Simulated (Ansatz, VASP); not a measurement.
## One calculation of Rb, two programs

```
Rb
1.0
     4.54801    0.00000    0.00000
     0.00000    4.54801    0.00000
     0.00000    0.00000    4.54801
Rb
1
Cartesian
  0.0000 0.0000 0.0000
```

Alike in both runs: task relaxation of cell and atoms; functional LDA; k mesh 7 × 7 × 7; occupations fermi-dirac, width 0.1 eV; no spin polarisation.

```csv
,VASP,Ansatz
version,VASP 6.6.1,Ansatz 0.2.0
potentials or method,"VASP PAW LDA potentials, release 64 (Rb_sv), cutoff 600 eV","plane waves (420 eV) with PAW, scalar-relativistic"
valence electrons in the cell,9,9
```

```csv
,VASP,Ansatz,Ansatz less VASP
relaxed volume (Å³/atom),84.06,84.88,+0.824
relaxed cell length with the largest relative difference (Å),4.381,4.395,+0.0143
```

Ansatz warns that its potentials were made for another functional, while VASP's fit it. LDA's correlation is that of Perdew and Zunger in VASP and of Perdew and Wang (1992) in Ansatz.
